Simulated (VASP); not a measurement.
Wanted: the native input for a VASP 6.6.1 run.

```yaml
Task: single point
Functional: PBE
Potentials_or_basis: VASP PAW PBE potentials, release 64 (Si, C)
Cutoff: 520 eV
k_mesh: 6 × 6 × 4
Occupations: gaussian, width 0.1 eV
Spin: collinear spin
Starting_moments: "[0.0, 1.0, 1.0, 1.0, 1.0, 1.0] μB"
Dipole_correction: no
Further_INCAR_settings: ALGO = Normal; EDIFF = 1e-06; NBANDS = 25
```

The structure of SiC5 lies in POSCAR:

```
SiC5
1.0
    3.5842341411      0.0000000000      0.0000000000
   -1.7921170706      3.1040378193      0.0000000000
    0.0000000000      0.0000000000      7.2232011970
Si C
1 5
Direct
    0.0000000000      0.0000000000      0.5000000000
    0.0000000000      0.7745638050      0.0000000000
    0.7745638050      0.0000000000      0.0000000000
    0.2254361950      0.2254361950      0.0000000000
    0.3333333333      0.6666666667      0.5000000000
    0.6666666667      0.3333333333      0.5000000000
```

The input as run:

INCAR

```
SYSTEM = SiC5
PREC = Accurate ; ENCUT = 520
EDIFF = 1E-6 ; ISMEAR = 0
SIGMA = 0.1 ; LREAL = .FALSE.
LASPH = .TRUE. ; NELM = 150
ALGO = Normal ; ISIF = 2
LWAVE = .FALSE. ; LCHARG = .TRUE.
ISPIN = 2 ; MAGMOM = 0 1 1 1 1 1
LORBIT = 11 ; GGA = PE
LELF = .TRUE. ; LVHAR = .TRUE.
NBANDS = 25
```

KPOINTS

```
regular mesh
0
G
  6 6 4
  0 0 0
```

Potentials or basis: VASP PAW PBE potentials, release 64 (Si, C).

The run is started by

```bash
$ cat potpaw_PBE.64/Si/POTCAR potpaw_PBE.64/C/POTCAR > POTCAR
$ mpirun -np 1 vasp_std > vasp.out
```

Results of the run:

```
Pressure                                              : 0.4 GPa
Largest force                                         : 0.153 eV/Å
Net moment                                            : 0.23 μB per cell
Site moments                                          : Si -0.00; C +0.05, +0.00 (each value once) μB
Valence electrons inside the program's atomic spheres : Si 1.50; C 2.41, 2.19 (each value once)
```

It took 3 min on 1 thread of Intel Xeon 8259CL, on a shared host, peak memory 0.25 GiB.
